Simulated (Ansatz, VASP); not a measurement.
## Two plane-wave programs on Sn

Contents of INCAR:

```
ALGO = Normal
EDIFF = 1E-7
ENCUT = 520
ISIF = 2
ISMEAR = -1
LASPH = T
LCHARG = F
LREAL = F
LWAVE = F
NBANDS = 13
NELM = 80
PREC = Accurate
SIGMA = 0.1
```

File KPOINTS:

```
k-points
0
Gamma
  12 12 12
```

Contents of POSCAR:

```
Sn
1.0
    2.9607371181      0.0000000000      0.0000000000
    0.0000000000      2.9607371181      0.0000000000
    0.0000000000      0.0000000000      2.9607371181
Sn
1
Direct
    0.0000000000      0.0000000000      0.0000000000
```

Input for Ansatz:

```yaml
crystal:
  lattice:
    - [2.9607371181, 0.0, 0.0]
    - [0.0, 2.9607371181, 0.0]
    - [0.0, 0.0, 2.9607371181]
  atoms:
    - { symbol: Sn, position: [0.0, 0.0, 0.0] }
hamiltonian:
  xc: lda
  pseudopotentials:
    kind: paw
    azcp:
      Sn: "pseudopotentials/Sn.paw.azcp"
basis:
  ecutwfc: 420
  fft_grid_basis: typed
kpoints:
  mp_grid: { grid: [12, 12, 12], shift: [0, 0, 0] }
magnetization:
  spin_polarized: false
scf:
  occupations: { method: fermi_dirac, width: 0.1 }
  lower_state_search: "off"
output:
  stress: true
  write_density: true
  write_potential: true
  elf: true
  volumetric_format: npy
```

Alike in both runs: task single point; functional LDA; k mesh 12 × 12 × 12; occupations fermi-dirac, width 0.1 eV; no spin polarisation.

```csv
,VASP,Ansatz
version,VASP 6.6.1,Ansatz 0.2.0
potentials or method,"VASP PAW LDA potentials, release 64 (Sn_d), cutoff 520 eV","plane waves (420 eV) with PAW, scalar-relativistic"
valence electrons in the cell,14,14
```

```tsv
	VASP	Ansatz	Ansatz less VASP
pressure (GPa)	3.0	3.0	-0.02
```

Ansatz warns that its potentials were made for another functional, while VASP's fit it. LDA's correlation is that of Perdew and Zunger in VASP and of Perdew and Wang (1992) in Ansatz.
